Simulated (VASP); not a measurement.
# AlGa5As6 (P-4m2) in VASP: single point with PBE

Aim: the single point of AlGa5As6 with PBE.

Program: VASP 6.6.1. These are calculated values, not measurements. Logs are shortened: lines on timing, memory, paths and dates and some standing lists are left out, and cuts for length are marked.

## Step 1: The cell of the first run

Symmetry: P-4m2, No. 115, tetragonal system. Conventional cell: a = 4.061 Å, b = 4.061 Å, c = 17.219 Å, α = 90.00°, β = 90.00°, γ = 90.00°. Al (site symmetry -4m2) has 4 As at 2.48 Å within 3.3 Å. Within 3.3 Å of Ga (site symmetry 2mm) lie 4 As at 2.49 Å. Within 3.3 Å of Ga (site symmetry -4m2) lie 4 As at 2.49 Å. Within 3.3 Å of Ga (site symmetry 2mm) lie 4 As at 2.49 Å. As (site symmetry 2mm) has 4 Ga at 2.49 Å within 3.3 Å. Within 3.3 Å of As (site symmetry 2mm) lie 4 Ga at 2.49 Å. Within 3.3 Å of As (site symmetry 2mm) lie 2 Al at 2.48 Å and 2 Ga at 2.49 Å.

## Step 2: Single point, PBE

The input, INCAR:

```
SYSTEM = AlGa5As6
ALGO = Normal
EDIFF = 1E-6
ENCUT = 500
GGA = PE
GGA_COMPAT = .False.
ISIF = 2
ISMEAR = 0
LASPH = .True.
LCHARG = .False.
LREAL = .False.
LWAVE = .False.
NBANDS = 61
NELM = 120
PREC = Accurate
SIGMA = 0.02
```

The input, KPOINTS:

```
k-points
0
Gamma
  10 10 2
  0 0 0
```

The input, POSCAR:

```
AlGa5As6
1.0
    4.0614934490      0.0000000000      0.0000000000
    0.0000000000      4.0614934490      0.0000000000
    0.0000000000      0.0000000000     17.2192617377
Al Ga As
1 5 6
Direct
    0.0000000000      0.0000000000      0.5000000000
    0.0000000000      0.0000000000      0.8331723810
    0.5000000000      0.5000000000      0.0000000000
    0.0000000000      0.0000000000      0.1668276190
    0.5000000000      0.5000000000      0.3335926992
    0.5000000000      0.5000000000      0.6664073008
    0.5000000000      0.0000000000      0.9165850194
    0.0000000000      0.5000000000      0.0834149806
    0.5000000000      0.0000000000      0.2501966926
    0.0000000000      0.5000000000      0.4173249363
    0.5000000000      0.0000000000      0.5826750637
    0.0000000000      0.5000000000      0.7498033074
```

Potentials or basis: VASP PAW PBE potentials, release 64 (Al, Ga_d, As).

Run with:

```sh
> cat potpaw_PBE.64/Al/POTCAR potpaw_PBE.64/Ga_d/POTCAR potpaw_PBE.64/As/POTCAR > POTCAR
> mpirun -np 1 vasp_std > vasp.out
```

OUTCAR:

```text
SYSTEM = AlGa5As6
   EDIFF = 1E-6
   ENCUT = 500
   GGA = PE
   ISIF = 2
   ISMEAR = 0
   LASPH = .True.
   LREAL = .False.
   NELM = 120
   PREC = Accurate

 ion  position               nearest neighbor table
   1  0.000  0.000  0.500-  10 2.48  11 2.48  10 2.48  11 2.48
   2  0.000  0.000  0.833-  12 2.49  12 2.49   7 2.49   7 2.49
   3  0.500  0.500  0.000-   7 2.49   8 2.49   7 2.49   8 2.49
   4  0.000  0.000  0.167-   9 2.49   9 2.49   8 2.49   8 2.49
   5  0.500  0.500  0.334-   9 2.49   9 2.49  10 2.49  10 2.49
   6  0.500  0.500  0.666-  12 2.49  12 2.49  11 2.49  11 2.49
   7  0.500  0.000  0.917-   2 2.49   2 2.49   3 2.49   3 2.49
   8  0.000  0.500  0.083-   4 2.49   4 2.49   3 2.49   3 2.49
   9  0.500  0.000  0.250-   4 2.49   4 2.49   5 2.49   5 2.49
  10  0.000  0.500  0.417-   1 2.48   1 2.48   5 2.49   5 2.49
  11  0.500  0.000  0.583-   1 2.48   1 2.48   6 2.49   6 2.49
  12  0.000  0.500  0.750-   2 2.49   2 2.49   6 2.49   6 2.49

  LATTYP: Found a simple tetragonal cell.
 ALAT       =     4.0614934490
 C/A-ratio  =     4.2396379445

  Lattice vectors:

 A1 = (   4.0614934490,   0.0000000000,   0.0000000000)
 A2 = (   0.0000000000,   4.0614934490,   0.0000000000)
 A3 = (   0.0000000000,   0.0000000000,  17.2192617377)

Analysis of symmetry for initial positions (statically):
=====================================================================
 Subroutine PRICEL returns:
 Original cell was already a primitive cell.

 Routine SETGRP: Setting up the symmetry group for a
 simple tetragonal supercell.

 Subroutine GETGRP returns: Found  8 space group operations
 (whereof  8 operations were pure point group operations)
 out of a pool of 16 trial point group operations.

The static configuration has the point symmetry D_2d.

Analysis of symmetry for dynamics (positions and initial velocities):
=====================================================================
 Subroutine PRICEL returns:
 Original cell was already a primitive cell.

 Routine SETGRP: Setting up the symmetry group for a
 simple tetragonal supercell.

 Subroutine GETGRP returns: Found  8 space group operations
 (whereof  8 operations were pure point group operations)
 out of a pool of 16 trial point group operations.

The dynamic configuration has the point symmetry D_2d.

 Subroutine INISYM returns: Found  8 space group operations
 (whereof  8 operations are pure point group operations),
 and found     1 'primitive' translations

----------------------------------------------------------------------------------------

                                     Primitive cell

  volume of cell :     284.0443

  direct lattice vectors                    reciprocal lattice vectors
     4.061493449  0.000000000  0.000000000     0.246214850  0.000000000  0.000000000
     0.000000000  4.061493449  0.000000000     0.000000000  0.246214850  0.000000000
     0.000000000  0.000000000 17.219261738     0.000000000  0.000000000  0.058074499

  length of vectors
     4.061493449  4.061493449 17.219261738     0.246214850  0.246214850  0.058074499

  position of ions in fractional coordinates (direct lattice)
     0.000000000  0.000000000  0.500000000
     0.000000000  0.000000000  0.833172381
     0.500000000  0.500000000  0.000000000
     0.000000000  0.000000000  0.166827619
     0.500000000  0.500000000  0.333592699
     0.500000000  0.500000000  0.666407301
     0.500000000  0.000000000  0.916585019
     0.000000000  0.500000000  0.083414981
     0.500000000  0.000000000  0.250196693
     0.000000000  0.500000000  0.417324936
     0.500000000  0.000000000  0.582675064
     0.000000000  0.500000000  0.749803307

  ion indices of the primitive-cell ions
   primitive index   ion index
                 1           1
                 2           2
                 3           3
                 4           4
                 5           5
                 6           6
                 7           7
                 8           8
                 9           9
                10          10
                11          11
                12          12

----------------------------------------------------------------------------------------

 KPOINTS: k-points

Automatic generation of k-mesh.
 Grid dimensions read from file:
 generate k-points for:   10   10    2

 Generating k-lattice:

  Cartesian coordinates                     Fractional coordinates (reciprocal lattice)
     0.024621485  0.000000000  0.000000000     0.100000000  0.000000000  0.000000000
     0.000000000  0.024621485  0.000000000     0.000000000  0.100000000  0.000000000
     0.000000000  0.000000000  0.029037250     0.000000000  0.000000000  0.500000000

  Length of vectors
     0.024621485  0.024621485  0.029037250

  Shift w.r.t. Gamma in fractional coordinates (k-lattice)
     0.000000000  0.000000000  0.000000000

 Subroutine IBZKPT returns following result:
 ===========================================

 Found     42 irreducible k-points:

 Following reciprocal coordinates:
            Coordinates               Weight
  0.000000  0.000000  0.000000      1.000000
  0.100000  0.000000  0.000000      4.000000
  0.200000  0.000000  0.000000      4.000000
  0.300000  0.000000  0.000000      4.000000
  0.400000  0.000000  0.000000      4.000000
  0.500000  0.000000  0.000000      2.000000
[... 16 lines left out ...]
  0.100000  0.000000  0.500000      4.000000
  0.200000  0.000000  0.500000      4.000000
 [... further k-points ...]
   k-points           NKPTS =     42   k-points in BZ     NKDIM =     42   number of bands    NBANDS=     61
   number of dos      NEDOS =    301   number of ions     NIONS =     12
   total plane-waves  NPLWV = 113400
   dimension x,y,z NGX =    30 NGY =   30 NGZ =  126
   dimension x,y,z NGXF=    60 NGYF=   60 NGZF=  252
   ions per type =               1   5   6
   NGX,Y,Z   is equivalent  to a cutoff of  12.28, 12.28, 12.16 a.u.
   NGXF,Y,Z  is equivalent  to a cutoff of  24.56, 24.56, 24.33 a.u.
 SYSTEM =  AlGa5As6
   PREC   = accura    normal or accurate (medium, high low for compatibility)
   ISTART =      0    job   : 0-new  1-cont  2-samecut
   ICHARG =      2    charge: 1-file 2-atom 10-const
   ISPIN  =      1    spin polarized calculation?
   LNONCOLLINEAR =      F non collinear calculations
   LSORBIT =      F    spin-orbit coupling
   LASPH  =      T    aspherical Exc in radial PAW
   ENCUT  =  500.0 eV  36.75 Ry    6.06 a.u.   7.41  7.41 31.39*2*pi/ulx,y,z
   NELM   =    120;   NELMIN=  2; NELMDL= -5     # of ELM steps
   EDIFF  = 0.1E-05   stopping-criterion for ELM
   LREAL  =      F    real-space projection
   EDIFFG = 0.1E-04   stopping-criterion for IOM
   NSW    =      0    number of steps for IOM
   IBRION =     -1    ionic relax: 0-MD 1-quasi-New 2-CG
   NFREE  =      0    steps in history (QN), initial steepest desc. (CG)
   ISIF   =      2    stress and relaxation
   ISYM   =      2    0-nonsym 1-usesym 2-fastsym
   POTIM  = 0.5000    time-step for ionic-motion
   TEBEG  =    0.0;   TEEND  =   0.0 temperature during run
   PSTRESS=    0.0 pullay stress
   NELECT =      98.0000    total number of electrons
   NUPDOWN=      -1.0000    fix difference up-down
   EMIN   =  10.00;   EMAX   =-10.00  energy-range for DOS
   EFERMI =   0.00;   METHOD = LEGACY
   ISMEAR =     0;   SIGMA  =   0.02  broadening in eV -4-tet -1-fermi 0-gaus
   EFERMI_NEDOS =   21; number of points for ismear=-14 and -15
   IALGO  =     38    algorithm
   IMIX   =      4    mixing-type and parameters
     AMIX     =   0.40;   BMIX     =  1.00
     AMIX_MAG =   1.60;   BMIX_MAG =  1.00
  volume/ion in A,a.u.               =      23.67       159.74
  Fermi-wavevector in a.u.,A,eV,Ry     =   1.148210  2.169803 17.937748  1.318387
  Thomas-Fermi vector in A             =   2.284887
   LORBIT       =      0    0 simple, 1 ext, 2 COOP (PROOUT), +10 PAW based schemes
   GGA     = PE    functional components
   LHFCALC =     F    Hartree Fock is set to
   AEXX    =    0.0000 exact exchange contribution
   IVDW    =     0    specifies the selected vdW correction
   LEPSILON=     F    determine dielectric tensor
   LRPA    =     F    only Hartree local field effects (RPA)
 non-spin polarized calculation
 Gauss-broadening in eV      SIGMA  =   0.02
  energy-cutoff  :      500.00
  volume of cell :      284.04
 maximum number of plane-waves:      7303
 NGX is ok and might be reduce to    30
   NGX = 15   NGY = 15   NGZ = 63

 number of electron      98.0000129 magnetization

 Free energy of the ion-electron system (eV)
  ---------------------------------------------------
  ext. energy  EPLUGINS =         0.00000000
  ---------------------------------------------------
  free energy    TOTEN  =       -50.75319355 eV

  energy without entropy =      -50.75319355  energy(sigma->0) =      -50.75319355

 E-fermi :   3.6157     XC(G=0):  -9.2958

 val. band max:        3.5103955850   @ k =   0.0000   0.0000   0.0000
 cond. band min:       3.9143352682   @ k =   0.0000   0.0000   0.0000
 fundamental gap:      0.4039396832
 Fermi energy:         3.6157466479

 k-point     1 :       0.0000    0.0000    0.0000
  band No.  band energies     occupation
      1     -11.2426      2.00000
      2     -11.2334      2.00000
      3     -11.2112      2.00000
      4     -11.1852      2.00000
      5     -11.1607      2.00000
      6     -11.1541      2.00000
[... 53 lines left out ...]
     60       6.5915      0.00000
     61       7.3039      0.00000

 k-point     2 :       0.1000    0.0000    0.0000
  band No.  band energies     occupation
      1     -11.2409      2.00000
      2     -11.2321      2.00000
      3     -11.2107      2.00000
      4     -11.1855      2.00000
      5     -11.1631      2.00000
      6     -11.1582      2.00000
[... 1406 lines left out ...]
      5     -11.1725      2.00000
      6     -11.1671      2.00000
[... 53 lines left out ...]
     60       7.8060      0.00000
     61       7.8783      0.00000

 [... further k-points ...]

------------------------ aborting loop because EDIFF is reached ----------------------------------------

  FORCE on cell =-STRESS in cart. coord.  units (eV):
  Direction    XX          YY          ZZ          XY          YZ          ZX
  --------------------------------------------------------------------------------------
  -------------------------------------------------------------------------------------
  Total        0.2895057      0.2895057      0.2956902      0.0000000     -0.0000000     -0.0000000
  in kB        1.6329828      1.6329828      1.6678674      0.0000000     -0.0000000     -0.0000000
  external PRESSURE =       1.6446110 kB  Pullay stress =       0.0000000 kB

 VOLUME and BASIS-vectors are now :
 -----------------------------------------------------------------------------
  energy-cutoff  :      500.00
  volume of cell :      284.04
      direct lattice vectors                 reciprocal lattice vectors
     4.061493449  0.000000000  0.000000000     0.246214850  0.000000000  0.000000000
     0.000000000  4.061493449  0.000000000     0.000000000  0.246214850  0.000000000
     0.000000000  0.000000000 17.219261738     0.000000000  0.000000000  0.058074499

 POSITION                                       TOTAL-FORCE (eV/Angst)
 -----------------------------------------------------------------------------------
      0.00000      0.00000      8.60963        -0.000000      0.000000      0.000000
      0.00000      0.00000     14.34661        -0.000000      0.000000      0.000371
      2.03075      2.03075      0.00000        -0.000000     -0.000000      0.000000
      0.00000      0.00000      2.87265        -0.000000      0.000000     -0.000371
      2.03075      2.03075      5.74422         0.000000      0.000000     -0.000245
      2.03075      2.03075     11.47504        -0.000000      0.000000      0.000245
      2.03075      0.00000     15.78292        -0.000000      0.000000      0.000099
      0.00000      2.03075      1.43634        -0.000000      0.000000     -0.000099
      2.03075      0.00000      4.30820        -0.000000      0.000000     -0.000001
      0.00000      2.03075      7.18603        -0.000000      0.000000      0.002750
      2.03075      0.00000     10.03323        -0.000000      0.000000     -0.002750
      0.00000      2.03075     12.91106        -0.000000      0.000000      0.000001
 -----------------------------------------------------------------------------------
    total drift:                                0.000000      0.000000      0.000000

  FREE ENERGIE OF THE ION-ELECTRON SYSTEM (eV)
  ---------------------------------------------------
  free  energy   TOTEN  =       -50.7531935547 eV

  energy  without entropy=      -50.7531935547  energy(sigma->0) =      -50.75319355
```

It took 21 min on 1 thread of Oxide Virtual Turin-like, shared host; peak memory 0.64 GiB.

Results:

```yaml
Free_energy: -50.7532 eV
Pressure: 0.2 GPa
Band_gap_on_the_k_mesh: 0.40 eV
```

Forces in eV/Å, atoms in the order of the input:
```
Al   0.000  0.000  0.000
Ga   0.000  0.000  0.000
Ga   0.000  0.000  0.000
Ga   0.000  0.000  0.000
Ga   0.000  0.000  0.000
Ga   0.000  0.000  0.000
As   0.000  0.000  0.000
As   0.000  0.000  0.000
As   0.000  0.000  0.000
As   0.000  0.000  0.003
As   0.000  0.000 -0.003
As   0.000  0.000  0.000
```

Caveat: semilocal functionals underestimate gaps, and a narrow one can read as zero.
